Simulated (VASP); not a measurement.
# Tl: single point with PBEsol

The system is Tl.

```xyz
2
Lattice="3.4595 0.0000 0.0000 -1.7297 2.9960 0.0000 0.0000 0.0000 5.5177" Properties=species:S:1:pos:R:3 pbc="T T T"
Tl    0.0000    1.9973    1.3794
Tl    1.7297    0.9987    4.1383
```

* Program: VASP 6.6.1
* Task: single point
* Functional: PBEsol
* Potentials or basis: VASP PAW PBE potentials, release 64 (Tl_d)
* Cutoff: 520 eV
* k mesh: 17 × 17 × 10
* Occupations: fermi-dirac, width 0.1 eV
* Spin: no spin polarisation

- Pressure: -0.1 GPa
- Band gap on the k mesh: zero (bands 13 and 14 overlap by 5.76 eV)

Stress tensor (GPa, compression positive):
```
 0.01  0.00  0.00
 0.00  0.01  0.00
 0.00  0.00 -0.19
```

Levels at points of the mesh, in eV from the Fermi level:
| k point | band 11 | band 12 | band 13 | band 14 | band 15 | band 16 |
| --- | --- | --- | --- | --- | --- | --- |
| (0.00, 0.00, 0.00) | -10.07 | -5.10 | -2.86 | 7.94 | 7.94 | 10.03 |
| (0.00, 0.00, 0.50) | -8.63 | -8.63 | 3.37 | 3.37 | 8.92 | 8.92 |

Run time: 3.3 min on 1 thread of Intel Xeon 8259CL (shared host), peak memory 0.31 GiB.

Caveat: the PAW data sets were made with another functional, which shifts forces and pressure a little; spin-orbit coupling is left out, which moves the levels of the heavy elements.
